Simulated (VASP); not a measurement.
The system is K2LiBr3.

```
K Li Br
1.0
     3.36324    1.94177    4.96806
    -3.36324    1.94177    4.96806
     0.00000   -3.88354    4.96806
K Li Br
2 1 3
Cartesian
  0.0000 0.0000 1.8677
  0.0000 0.0000 13.0365
  0.0000 0.0000 7.4521
  0.0000 1.9418 4.9681
  1.6816 -0.9709 4.9681
  -1.6816 -0.9709 4.9681
```

```yaml
Program: VASP 6.6.1
Task: relaxation of cell and atoms
Functional: PBEsol
Potentials_or_basis: VASP PAW PBE potentials, release 64 (K_sv, Li_sv, Br)
Cutoff: 750 eV
k_mesh: 4 × 4 × 4
Occupations: fermi-dirac, width 0.03 eV
Spin: no spin polarisation
```

At the start: pressure -0.7 GPa; volume 32.44 Å³/atom.

Question: How do energy, volume and symmetry change on relaxing?

Answer: Over 14 steps the energy falls by 355.5 meV/atom and the volume is 30.49 Å³/atom (-6.0 %); space group R-3m (No. 166, to 0.1 Å) before and after.

The path:
| step | energy change (eV) | largest force (eV/Å) | pressure (GPa) | volume (Å³) |
| --- | --- | --- | --- | --- |
| 1 | 0.0000 | 0.0471 | -0.69 | 194.67 |
| 2 | -1.1801 | 0.3694 | -1.17 | 189.64 |
| 3 | -1.8214 | 0.5995 | -1.01 | 183.19 |
| 4 | -1.3668 | 2.1823 | 2.87 | 164.32 |
| 5 | -1.9848 | 0.7794 | -0.51 | 178.21 |
| 6 | -1.9922 | 0.8340 | -0.34 | 177.01 |
| 7 | -2.0649 | 0.5169 | 0.09 | 174.70 |
| 8 | -2.0980 | 0.0516 | 0.95 | 171.28 |
| 9 | -2.0990 | 0.1212 | 0.81 | 171.77 |
| 10 | -2.1229 | 0.0869 | 0.33 | 177.03 |
| 11 | -2.1312 | 0.0685 | -0.12 | 183.21 |
| 12 | -2.1312 | 0.0691 | -0.10 | 182.92 |
| 13 | -2.1328 | 0.0236 | -0.02 | 182.94 |
| 14 | -2.1331 | 0.0071 | 0.03 | 182.96 |

Final structure:
```
K Li Br
1.0
     3.74753    2.16364    3.76075
    -3.74753    2.16364    3.76075
     0.00000   -4.32727    3.76075
K Li Br
2 1 3
Direct
  0.14305 0.14305 0.14305
  0.85695 0.85695 0.85695
  0.50000 0.50000 0.50000
  0.50000 0.50000 0.00000
  0.50000 0.00000 0.50000
  0.00000 0.50000 0.50000
```

Caveat: the PAW data sets were made with another functional, which shifts forces and pressure a little.
